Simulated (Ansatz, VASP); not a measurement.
One calculation of Au, two programs

```
Au
1.0
     1.41131   -2.55593    0.00000
     1.41131    2.55593    0.00000
     0.00000    0.00000    4.89317
Au
2
Cartesian
  1.4113 -0.8451 1.2233
  1.4113 0.8451 3.6699
```

Alike in both runs: task single point; functional PBE; k mesh 16 × 16 × 10; no spin polarisation.

|  | VASP | Ansatz |
| --- | --- | --- |
| version | VASP 6.6.1 | Ansatz 0.2.0 |
| potentials or method | VASP PAW PBE potentials, release 64 (Au), cutoff 520 eV | scalar-relativistic, plane waves, PAW |
| occupations | methfessel-paxton of order 1, width 0.01 eV | cold, width 0.01 eV |
| valence electrons in the cell | 22 | 38 |

VASP gave:

```
gap on the k mesh at the Fermi level (eV)                     : none
pressure (GPa)                                                : 3.0
traceless stress, the component that is largest in VASP (GPa) : 1.31
rms of the force components (eV/Å)                            : 0.004
```

Problem. What did Ansatz give for the same quantities?

Solution. gap on the k mesh at the Fermi level (eV): none; pressure (GPa): 3.2; traceless stress, the component that is largest in VASP (GPa): 1.36; rms of the force components (eV/Å): 0.003.

Atom by atom the forces differ by 0.001 eV/Å (rms over components). A gap of «none» marks a metal or a gap that the smearing closes. VASP's potentials hold 22 valence electrons a cell and Ansatz's 38, so a difference there can come from the potentials and not from the codes.

Spin-orbit coupling is off throughout.
